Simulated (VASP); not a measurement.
# C (Fd-3m) in VASP: further runs

C is run at these levels: PBE; tasks: single point.

All numbers are computed with VASP 6.6.1; they aren't measurements. Logs are shortened: lines on timing, memory, paths and dates and some standing lists are left out, and cuts for length are marked.

## 1. The cell of the first run

It takes space group Fd-3m (No. 227, cubic). Conventional cell: a = 3.567 Å, b = 3.567 Å, c = 3.567 Å, α = 90.00°, β = 90.00°, γ = 90.00°. C (site symmetry -43m) has 4 C at 1.54 Å within 2.1 Å.

## 2. Single point, PBE

INCAR reads:

```
PREC     = Accurate       # precision mode
ENCUT    = 600            # plane-wave cutoff, eV
EDIFF    = 1E-6           # SCF threshold, eV
ISMEAR   = -5             # smearing method
SIGMA    = 0.1            # smearing width, eV
LREAL    = F              # projectors in reciprocal space
LASPH    = T              # aspherical terms in the spheres
NELM     = 120            # most SCF steps
ALGO     = Normal         # electronic algorithm
ISIF     = 2              # what is computed and relaxed
LWAVE    = F              # write WAVECAR
LCHARG   = F              # write CHGCAR
GGA      = PE             # functional
NBANDS   = 11             # bands
GGA_COMPAT= F
```

KPOINTS reads:

```
regular mesh
0
Gamma
  12 12 12
```

POSCAR reads:

```
C
1.0
    0.0000000000      1.7834000000      1.7834000000
    1.7834000000      0.0000000000      1.7834000000
    1.7834000000      1.7834000000      0.0000000000
C
2
Direct
    0.5000000000      0.5000000000      0.5000000000
    0.7500000000      0.7500000000      0.7500000000
```

Potentials or basis: VASP PAW PBE potentials, release 64 (C).

Run with:

```
$ cat potpaw_PBE.64/C/POTCAR > POTCAR
$ mpirun -np 1 vasp_std > vasp.out
```

OUTCAR:

```text
PREC = Accurate
   ENCUT = 600
   EDIFF = 1E-6
   ISMEAR = -5
   LREAL = F
   LASPH = T
   NELM = 120
   ISIF = 2
   GGA = PE

 ion  position               nearest neighbor table
   1  0.500  0.500  0.500-   2 1.54   2 1.54   2 1.54   2 1.54
   2  0.750  0.750  0.750-   1 1.54   1 1.54   1 1.54   1 1.54

  LATTYP: Found a face centered cubic cell.
 ALAT       =     3.5668000000

  Lattice vectors:

 A1 = (   0.0000000000,   1.7834000000,   1.7834000000)
 A2 = (   1.7834000000,   0.0000000000,   1.7834000000)
 A3 = (   1.7834000000,   1.7834000000,   0.0000000000)

Analysis of symmetry for initial positions (statically):
=====================================================================
 Subroutine PRICEL returns:
 Original cell was already a primitive cell.

 Routine SETGRP: Setting up the symmetry group for a
 face centered cubic supercell.

 Subroutine GETGRP returns: Found 48 space group operations
 (whereof 24 operations were pure point group operations)
 out of a pool of 48 trial point group operations.

The static configuration has the point symmetry T_d .
 The point group associated with its full space group is O_h .

Analysis of symmetry for dynamics (positions and initial velocities):
=====================================================================
 Subroutine PRICEL returns:
 Original cell was already a primitive cell.

 Routine SETGRP: Setting up the symmetry group for a
 face centered cubic supercell.

 Subroutine GETGRP returns: Found 48 space group operations
 (whereof 24 operations were pure point group operations)
 out of a pool of 48 trial point group operations.

The dynamic configuration has the point symmetry T_d .
 The point group associated with its full space group is O_h .

 Subroutine INISYM returns: Found 48 space group operations
 (whereof 24 operations are pure point group operations),
 and found     1 'primitive' translations

----------------------------------------------------------------------------------------

                                     Primitive cell

  volume of cell :      11.3443

  direct lattice vectors                    reciprocal lattice vectors
     0.000000000  1.783400000  1.783400000    -0.280363351  0.280363351  0.280363351
     1.783400000  0.000000000  1.783400000     0.280363351 -0.280363351  0.280363351
     1.783400000  1.783400000  0.000000000     0.280363351  0.280363351 -0.280363351

  length of vectors
     2.522108467  2.522108467  2.522108467     0.485603568  0.485603568  0.485603568

  position of ions in fractional coordinates (direct lattice)
     0.500000000  0.500000000  0.500000000
     0.750000000  0.750000000  0.750000000

  ion indices of the primitive-cell ions
   primitive index   ion index
                 1           1
                 2           2

----------------------------------------------------------------------------------------

 KPOINTS: regular mesh

Automatic generation of k-mesh.
 Grid dimensions read from file:
 generate k-points for:   12   12   12

 Generating k-lattice:

  Cartesian coordinates                     Fractional coordinates (reciprocal lattice)
    -0.023363613  0.023363613  0.023363613     0.083333333  0.000000000  0.000000000
     0.023363613 -0.023363613  0.023363613     0.000000000  0.083333333  0.000000000
     0.023363613  0.023363613 -0.023363613     0.000000000  0.000000000  0.083333333

  Length of vectors
     0.040466964  0.040466964  0.040466964

  Shift w.r.t. Gamma in fractional coordinates (k-lattice)
     0.000000000  0.000000000  0.000000000

 TETIRR: Found    247 inequivalent tetrahedra from    10368

 Subroutine IBZKPT returns following result:
 ===========================================

 Found     72 irreducible k-points:

 Following reciprocal coordinates:
            Coordinates               Weight
  0.000000  0.000000  0.000000      1.000000
  0.083333  0.000000  0.000000      8.000000
  0.166667  0.000000  0.000000      8.000000
  0.250000  0.000000  0.000000      8.000000
  0.333333  0.000000  0.000000      8.000000
  0.416667  0.000000  0.000000      8.000000
[... 16 lines left out ...]
  0.500000  0.166667  0.000000     24.000000
 -0.416667  0.166667  0.000000     24.000000
 [... further k-points ...]
   k-points           NKPTS =     72   k-points in BZ     NKDIM =     72   number of bands    NBANDS=     11
   number of dos      NEDOS =    301   number of ions     NIONS =      2
   total plane-waves  NPLWV =   8000
   dimension x,y,z NGX =    20 NGY =   20 NGZ =   20
   dimension x,y,z NGXF=    40 NGYF=   40 NGZF=   40
   ions per type =               2
   NGX,Y,Z   is equivalent  to a cutoff of  13.18, 13.18, 13.18 a.u.
   NGXF,Y,Z  is equivalent  to a cutoff of  26.37, 26.37, 26.37 a.u.
 SYSTEM =  unknown system
   PREC   = accura    normal or accurate (medium, high low for compatibility)
   ISTART =      0    job   : 0-new  1-cont  2-samecut
   ICHARG =      2    charge: 1-file 2-atom 10-const
   ISPIN  =      1    spin polarized calculation?
   LNONCOLLINEAR =      F non collinear calculations
   LSORBIT =      F    spin-orbit coupling
   LASPH  =      T    aspherical Exc in radial PAW
   ENCUT  =  600.0 eV  44.10 Ry    6.64 a.u.   5.04  5.04  5.04*2*pi/ulx,y,z
   NELM   =    120;   NELMIN=  2; NELMDL= -5     # of ELM steps
   EDIFF  = 0.1E-05   stopping-criterion for ELM
   LREAL  =      F    real-space projection
   EDIFFG = 0.1E-04   stopping-criterion for IOM
   NSW    =      0    number of steps for IOM
   IBRION =     -1    ionic relax: 0-MD 1-quasi-New 2-CG
   NFREE  =      0    steps in history (QN), initial steepest desc. (CG)
   ISIF   =      2    stress and relaxation
   ISYM   =      2    0-nonsym 1-usesym 2-fastsym
   POTIM  = 0.5000    time-step for ionic-motion
   TEBEG  =    0.0;   TEEND  =   0.0 temperature during run
   PSTRESS=    0.0 pullay stress
   NELECT =       8.0000    total number of electrons
   NUPDOWN=      -1.0000    fix difference up-down
   EMIN   =  10.00;   EMAX   =-10.00  energy-range for DOS
   EFERMI =   0.00;   METHOD = LEGACY
   ISMEAR =    -5;   SIGMA  =   0.10  broadening in eV -4-tet -1-fermi 0-gaus
   EFERMI_NEDOS =   21; number of points for ismear=-14 and -15
   IALGO  =     38    algorithm
   IMIX   =      4    mixing-type and parameters
     AMIX     =   0.40;   BMIX     =  1.00
     AMIX_MAG =   1.60;   BMIX_MAG =  1.00
  volume/ion in A,a.u.               =       5.67        38.28
  Fermi-wavevector in a.u.,A,eV,Ry     =   1.457178  2.753668 28.890189  2.123369
  Thomas-Fermi vector in A             =   2.574010
   LORBIT       =      0    0 simple, 1 ext, 2 COOP (PROOUT), +10 PAW based schemes
   GGA     = PE    functional components
   LHFCALC =     F    Hartree Fock is set to
   AEXX    =    0.0000 exact exchange contribution
   IVDW    =     0    specifies the selected vdW correction
   LEPSILON=     F    determine dielectric tensor
   LRPA    =     F    only Hartree local field effects (RPA)
 non-spin polarized calculation
 Fermi weights with tetrahedron method with Bloechl corrections
  energy-cutoff  :      600.00
  volume of cell :       11.34
 maximum number of plane-waves:       388
   NGX =  9   NGY =  9   NGZ =  9

 number of electron       7.9999999 magnetization

 Free energy of the ion-electron system (eV)
  ---------------------------------------------------
  ext. energy  EPLUGINS =         0.00000000
  ---------------------------------------------------
  free energy    TOTEN  =       -18.19009631 eV

  energy without entropy =      -18.19009631  energy(sigma->0) =      -18.19009631

 E-fermi :   9.8142     XC(G=0): -13.2505

 val. band max:        9.7277745080   @ k =   0.0000   0.0000   0.0000
 cond. band min:      13.8811443796   @ k =   0.3333   0.3333   0.0000
 fundamental gap:      4.1533698715
 Fermi energy:         9.8141704245

 k-point     1 :       0.0000    0.0000    0.0000
  band No.  band energies     occupation
      1     -11.7480      2.00000
      2       9.7278      2.00000
      3       9.7278      2.00000
      4       9.7278      2.00000
      5      15.3179      0.00000
      6      15.3179      0.00000
      7      15.3179      0.00000
      8      23.0579      0.00000
      9      29.0221      0.00000
     10      36.2634      0.00000
     11      36.2634      0.00000

 k-point     2 :       0.0833    0.0000    0.0000
  band No.  band energies     occupation
      1     -11.5559      2.00000
      2       8.5017      2.00000
      3       9.4052      2.00000
      4       9.4052      2.00000
      5      15.7406      0.00000
      6      15.7406      0.00000
      7      16.0323      0.00000
      8      23.2226      0.00000
      9      29.3421      0.00000
     10      34.1381      0.00000
     11      34.1381      0.00000

 k-point     3 :       0.1667    0.0000    0.0000
  band No.  band energies     occupation
      1     -10.9813      2.00000
      2       5.9718      2.00000
      3       8.7048      2.00000
      4       8.7048      2.00000
      5      16.6594      0.00000
      6      16.6594      0.00000
      7      17.1213      0.00000
      8      23.6968      0.00000
      9      30.0111      0.00000
     10      32.5422      0.00000
     11      32.5422      0.00000

 k-point     4 :       0.2500    0.0000    0.0000
  band No.  band energies     occupation
      1     -10.0332      2.00000
      2       3.1367      2.00000
      3       7.9821      2.00000
      4       7.9821      2.00000
      5      17.5163      0.00000
      6      17.5163      0.00000
      7      17.8724      0.00000
      8      24.3621      0.00000
      9      30.4384      0.00000
     10      32.1251      0.00000
     11      32.1251      0.00000
[... 239 lines left out ...]
 k-point    22 :       0.4167    0.1667    0.0000
  band No.  band energies     occupation
      1      -7.5770      2.00000
      2      -0.0453      2.00000
      3       5.4579      2.00000
      4       5.6749      2.00000
      5      16.4045      0.00000
      6      20.7179      0.00000
      7      20.8385      0.00000
      8      22.4140      0.00000
      9      30.7993      0.00000
     10      32.1791      0.00000
     11      37.1311      0.00000

 k-point    23 :       0.5000    0.1667    0.0000
  band No.  band energies     occupation
      1      -5.9958      2.00000
      2      -2.2845      2.00000
      3       4.7404      2.00000
      4       5.7620      2.00000
      5      16.8263      0.00000
      6      20.4475      0.00000
      7      20.9539      0.00000
      8      24.0127      0.00000
      9      29.8648      0.00000
     10      33.5397      0.00000
     11      36.3172      0.00000

 k-point    24 :      -0.4167    0.1667    0.0000
  band No.  band energies     occupation
      1      -5.5662      2.00000
      2      -2.8003      2.00000
      3       4.2540      2.00000
      4       6.1403      2.00000
      5      17.2639      0.00000
      6      19.9574      0.00000
      7      20.9316      0.00000
      8      25.1654      0.00000
      9      29.1718      0.00000
     10      33.9135      0.00000
     11      34.2925      0.00000

 [... further k-points ...]
[... 5 lines left out ...]
  --------------------------------------------------------------------------------------
  -------------------------------------------------------------------------------------
  Total        0.1241826      0.1241826      0.1241826      0.0000000     -0.0000000      0.0000000
  in kB       17.5386115     17.5386115     17.5386115      0.0000000     -0.0000000      0.0000000
  external PRESSURE =      17.5386115 kB  Pullay stress =       0.0000000 kB

 VOLUME and BASIS-vectors are now :
 -----------------------------------------------------------------------------
  energy-cutoff  :      600.00
  volume of cell :       11.34
      direct lattice vectors                 reciprocal lattice vectors
     0.000000000  1.783400000  1.783400000    -0.280363351  0.280363351  0.280363351
     1.783400000  0.000000000  1.783400000     0.280363351 -0.280363351  0.280363351
     1.783400000  1.783400000  0.000000000     0.280363351  0.280363351 -0.280363351

 POSITION                                       TOTAL-FORCE (eV/Angst)
 -----------------------------------------------------------------------------------
      1.78340      1.78340      1.78340         0.000000      0.000000      0.000000
      2.67510      2.67510      2.67510        -0.000000     -0.000000     -0.000000
 -----------------------------------------------------------------------------------
    total drift:                                0.000000     -0.000000      0.000000

  FREE ENERGIE OF THE ION-ELECTRON SYSTEM (eV)
  ---------------------------------------------------
  free  energy   TOTEN  =       -18.1900963095 eV

  energy  without entropy=      -18.1900963095  energy(sigma->0) =      -18.19009631
```

Wall time 14 s (1 thread of Intel Xeon 8259CL, shared host); peak memory 0.12 GiB.

Results:

```yaml
Free_energy: -18.1901 eV
Pressure: 1.8 GPa
Band_gap_on_the_k_mesh: 4.15 eV (least direct gap 5.59 eV)
```

Levels at points of the mesh, in eV from the valence-band top:
| k point | band 1 | band 2 | band 3 | band 4 | band 5 | band 6 | band 7 | band 8 | band 9 |
| --- | --- | --- | --- | --- | --- | --- | --- | --- | --- |
| (0.00, 0.00, 0.00) | -21.48 | 0.00 | 0.00 | 0.00 | 5.59 | 5.59 | 5.59 | 13.33 | 19.29 |
| (0.50, 0.00, 0.00) | -15.70 | -13.37 | -2.80 | -2.80 | 8.46 | 8.46 | 8.85 | 15.70 | 21.89 |
| (0.50, 0.50, 0.00) | -12.76 | -12.76 | -6.30 | -6.30 | 4.76 | 4.76 | 16.80 | 16.80 | 23.22 |

## 3. Single point, PBE

INCAR reads:

```
PREC = Accurate
ENCUT = 600
EDIFF = 1E-6
ISMEAR = 0
SIGMA = 0.01
LREAL = F
LASPH = T
NELM = 120
ALGO = Normal
ISIF = 2
LWAVE = F
LCHARG = F
GGA = PE
NBANDS = 11
GGA_COMPAT = F
```

KPOINTS is that of step 2.

POSCAR is that of step 2.

Potentials or basis: VASP PAW PBE potentials, release 64 (C).

Run with:

```
$ cat potpaw_PBE.64/C/POTCAR > POTCAR
$ mpirun -np 1 vasp_std > vasp.out
```

Wall time 14 s (1 thread of Intel Xeon 8259CL, shared host); peak memory 0.12 GiB.

The run converged. Its results:

```yaml
Free_energy: -18.1901 eV
Pressure: 1.8 GPa
Band_gap_on_the_k_mesh: 4.15 eV (least direct gap 5.59 eV)
```

Levels at points of the mesh, in eV from the valence-band top:
| k point | band 1 | band 2 | band 3 | band 4 | band 5 | band 6 | band 7 | band 8 | band 9 |
| --- | --- | --- | --- | --- | --- | --- | --- | --- | --- |
| (0.00, 0.00, 0.00) | -21.48 | 0.00 | 0.00 | 0.00 | 5.59 | 5.59 | 5.59 | 13.33 | 19.29 |
| (0.50, 0.00, 0.00) | -15.70 | -13.37 | -2.80 | -2.80 | 8.46 | 8.46 | 8.85 | 15.70 | 21.89 |
| (0.50, 0.50, 0.00) | -12.76 | -12.76 | -6.30 | -6.30 | 4.76 | 4.76 | 16.80 | 16.80 | 23.22 |

A k mesh can miss the band edges.
